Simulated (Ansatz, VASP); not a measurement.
One calculation of As, two programs

```
As
1.0
    -2.48779    2.48779    1.31167
     2.48779   -2.48779    1.31167
     2.48779    2.48779   -1.31167
As
2
Cartesian
  0.0000 -1.2439 -0.3279
  0.0000 1.2439 0.3279
```

Change from the starting cell: volume scaled by 0.8, LAPW.

Alike in both runs: task single point; functional PBE; k mesh 17 × 17 × 17; occupations fermi-dirac, width 0.1 eV; no spin polarisation.

|  | VASP | Ansatz |
| --- | --- | --- |
| version | VASP 6.6.1 | Ansatz 0.2.0 |
| potentials or method | VASP PAW PBE potentials, release 64 (As), cutoff 520 eV | all-electron LAPW, scalar-relativistic |

|  | VASP | Ansatz | Ansatz less VASP |
| --- | --- | --- | --- |
| pressure (GPa) | 28.7 | 28.1 | -0.61 |

Both programs put the cell under a high pressure, so it lies far from rest at this level. Ansatz ran all-electron here, and VASP with PAW potentials.
